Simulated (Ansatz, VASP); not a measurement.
Two plane-wave programs on SiO2

```
CELL_PARAMETERS angstrom
4.23588 0.00000 0.00000
0.00000 4.13718 0.00000
0.00000 0.00000 2.68977
ATOMIC_POSITIONS crystal
Si 0.50000 0.50000 0.50000
Si 0.00000 0.00000 0.00000
O 0.66507 0.72096 0.00000
O 0.16507 0.77904 0.50000
O 0.33493 0.27904 0.00000
O 0.83493 0.22096 0.50000
```

Change from the starting cell: mode 4 frozen in at -0.167 Å, normal strain along y -0.0233.

Alike in both runs: task single point; functional PBE; k mesh 6 × 6 × 8; occupations gaussian, width 0.05 eV; no spin polarisation.

|  | VASP | Ansatz |
| --- | --- | --- |
| version | VASP 6.6.1 | Ansatz 0.2.0 |
| potentials or method | VASP PAW PBE potentials, release 64 (Si, O), cutoff 520 eV | scalar-relativistic, plane waves, PAW |
| valence electrons in the cell | 32 | 32 |

Ansatz gave:

- gap on the k mesh at the Fermi level (eV): 5.61
- least direct gap on the mesh (eV): 5.61
- pressure (GPa): 4.6
- traceless stress, the component that is largest in VASP (GPa): 4.19
- rms of the force components (eV/Å): 0.246

Problem. What did VASP give for the same quantities?

Solution. gap on the k mesh at the Fermi level (eV): 5.59; least direct gap on the mesh (eV): 5.59; pressure (GPa): 4.9; traceless stress, the component that is largest in VASP (GPa): 3.93; rms of the force components (eV/Å): 0.250.

Atom by atom the forces differ by 0.009 eV/Å (rms over components).
